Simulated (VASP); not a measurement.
Input of a VASP 6.6.1 run:

INCAR

```
SYSTEM = Sn2Sb
PREC = Accurate
ENCUT = 600
EDIFF = 1E-6
ISMEAR = 0
SIGMA = 0.1
LREAL = .False.
LASPH = .True.
NELM = 80
ALGO = Fast
ISIF = 3
LWAVE = .False.
LCHARG = .False.
GGA = PE
IBRION = 2
NSW = 100
EDIFFG = -0.01
```

KPOINTS

```
Automatic mesh
0
Gamma
  12 12 14
  0 0 0
```

Contents of POSCAR:

```
Sn2Sb
1.0
    5.3238932443      0.0000000000      0.0000000000
   -2.6619466222      4.6106267966      0.0000000000
    0.0000000000      0.0000000000      3.3844341204
Sn Sb
2 1
Direct
    0.3333333333      0.6666666667      0.5000000000
    0.6666666667      0.3333333333      0.5000000000
    0.0000000000      0.0000000000      0.0000000000
```

Potentials or basis: VASP PAW PBE potentials, release 64 (Sn_d, Sb).

The run is started by

```sh
$ cat potpaw_PBE.64/Sn_d/POTCAR potpaw_PBE.64/Sb/POTCAR > POTCAR
$ mpirun -np 1 vasp_std > vasp.out
```

**Question.** What does it give for the relaxed cell?

**Answer.** a = 5.443 Å, b = 5.443 Å, c = 3.235 Å, α = 90.00°, β = 90.00°, γ = 120.00°.

**Question.** Estimate the relaxed volume.

**Answer.** 27.66 Å³/atom.

**Question.** Estimate the space group after relaxing (to 0.1 Å).

**Answer.** P6/mmm (No. 191).

The path:
```tsv
step	energy change (eV)	largest force (eV/Å)	pressure (GPa)	volume (Å³)
1	0.0000	0.0000	0.34	83.08
2	-0.0274	0.0000	-0.20	83.77
3	-0.0411	0.0000	-1.06	84.91
4	-0.0437	0.0000	-0.88	84.53
5	-0.0473	0.0000	0.36	82.47
6	-0.0488	0.0000	-0.12	83.18
7	-0.0488	0.0000	-0.08	83.15
8	-0.0490	0.0000	0.03	82.98
```

Caveat: the highest band is partly filled, so the run has too few bands.
